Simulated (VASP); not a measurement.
Set up this calculation in VASP 6.6.1, as the native input.

```yaml
Task: single point
Functional: LDA
Potentials_or_basis: VASP PAW LDA potentials, release 64 (Zn)
Cutoff: 520 eV
k_mesh: 7 × 7 × 4
Occupations: fermi-dirac, width 0.1 eV
Spin: no spin polarisation
Dipole_correction: no
Further_INCAR_settings: ALGO = Normal; EDIFF = 1e-07; NBANDS = 19; ISYM = 0
```

The structure of Zn lies in POSCAR:

```
Zn
1.0
    1.4818690000      2.5666710000      0.0000000000
   -1.4818690000      2.5666710000      0.0000000000
    0.0000000000      0.0000000000      4.6531370000
Zn
2
Direct
    0.3333300000      0.3333400000      0.2500000000
    0.6666600000      0.6666700000      0.7500000000
```

The input as run:

INCAR

```
SYSTEM = Zn
PREC = Accurate
ENCUT = 520
EDIFF = 1E-7
ISMEAR = -1
SIGMA = 0.1
LREAL = .FALSE.
LASPH = .TRUE.
NELM = 80
ALGO = Normal
ISIF = 2
LWAVE = .FALSE.
LCHARG = .TRUE.
LELF = .TRUE.
LVHAR = .TRUE.
ISYM = 0
NBANDS = 19
```

KPOINTS

```
regular mesh
0
G
  7 7 4
  0 0 0
```

Potentials or basis: VASP PAW LDA potentials, release 64 (Zn).

Run with:

```sh
$ cat potpaw_LDA.64/Zn/POTCAR > POTCAR
$ mpirun -np 1 vasp_std > vasp.out
```

It gave:

```yaml
Pressure: -12.8 GPa
Band_gap_on_the_k_mesh: zero (bands 12 and 13 overlap by 2.47 eV)
```

Caveat: the cell stands under tension.

Run time: 56 s on 1 thread of Intel Xeon 8259CL, on a shared host, peak memory 0.17 GiB.
